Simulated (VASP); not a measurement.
Write the native input for VASP 6.6.1 that does the following.

| Item | Value |
| --- | --- |
| Task | single point |
| Functional | PBE |
| Potentials or basis | VASP PAW PBE potentials, release 64 (Zn, S) |
| Cutoff | 520 eV |
| k mesh | 12 × 12 × 6 |
| Occupations | gaussian, width 0.05 eV |
| Spin | no spin polarisation |
| Dipole correction | no |
| Further INCAR settings | ALGO = Normal; EDIFF = 1e-07; NBANDS = 26 |

The structure of ZnS lies in POSCAR:

```
ZnS
1.0
    3.5234726637      0.0000000000      0.0000000000
   -1.7617363318      3.0514168364      0.0000000000
    0.0000000000      0.0000000000      7.5105247829
Zn S
2 2
Direct
    0.3333333333      0.6666666667      0.0052197899
    0.6666666667      0.3333333333      0.5052197899
    0.3333333333      0.6666666667      0.3797802101
    0.6666666667      0.3333333333      0.8797802101
```

This cell differs from its parent crystal: ratio of the length along z to the lengths across it x 1.3, volume and fractional coordinates fixed.

One way to write it, as run:

INCAR

```
SYSTEM = ZnS
PREC = Accurate
ENCUT = 520
EDIFF = 1E-7
ISMEAR = 0
SIGMA = 0.05
LREAL = .FALSE.
LASPH = .TRUE.
NELM = 80
ALGO = Normal
ISIF = 2
LWAVE = .FALSE.
LCHARG = .TRUE.
GGA = PE
LELF = .TRUE.
LVHAR = .TRUE.
NBANDS = 26
```

KPOINTS

```
Automatic mesh
0
G
  12 12 6
  0 0 0
```

Potentials or basis: VASP PAW PBE potentials, release 64 (Zn, S).

Launch:

```bash
$ cat potpaw_PBE.64/Zn/POTCAR potpaw_PBE.64/S/POTCAR > POTCAR
$ mpirun -np 1 vasp_std > vasp.out
```

Results of the run:

```yaml
Pressure: 6.5 GPa
Largest_force: 0.385 eV/Å
Band_gap_on_the_k_mesh: 0.61 eV, direct
```

It took 5.2 min on 1 thread of AMD EPYC 7R13 (shared host), peak memory 0.25 GiB.
